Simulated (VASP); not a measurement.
Input of a VASP 6.6.1 run:

INCAR

```
ALGO = Normal
EDIFF = 1E-6
ENCUT = 520
GGA = CA
ISIF = 2
ISMEAR = 0
LASPH = T
LCHARG = F
LREAL = F
LWAVE = F
NBANDS = 43
NELM = 80
PREC = Accurate
SIGMA = 0.1
```

KPOINTS

```
k-points
0
Gamma
  9 9 6
```

The input POSCAR:

```
Si2Mo
1.0
    4.5505415691      0.0000000000      0.0000000000
   -2.2752707846      3.9408845998      0.0000000000
    0.0000000000      0.0000000000      6.5313770043
Si Mo
6 3
Direct
    0.1642264869      0.8357735131      0.8333333333
    0.3284529739      0.1642264869      0.1666666667
    0.8357735131      0.6715470261      0.5000000000
    0.8357735131      0.1642264869      0.8333333333
    0.6715470261      0.8357735131      0.1666666667
    0.1642264869      0.3284529739      0.5000000000
    0.5000000000      0.0000000000      0.5000000000
    0.0000000000      0.5000000000      0.1666666667
    0.5000000000      0.5000000000      0.8333333333
```

Potentials or basis: VASP PAW LDA potentials, release 64 (Si, Mo_sv).

Command:

```bash
$ cat potpaw_LDA.64/Si/POTCAR potpaw_LDA.64/Mo_sv/POTCAR > POTCAR
$ mpirun -np 1 vasp_std > vasp.out
```

What does it give for the pressure?

0.6 GPa.

What does it give for the largest force?

0.006 eV/Å.

Forces on the atoms (eV/Å):
```
Si  -0.005  0.003  0.000
Si  -0.005 -0.003  0.000
Si   0.000  0.006  0.000
Si   0.005 -0.003  0.000
Si   0.005  0.003  0.000
Si   0.000 -0.006  0.000
Mo   0.000  0.000  0.000
Mo   0.000  0.000  0.000
Mo   0.000  0.000  0.000
```
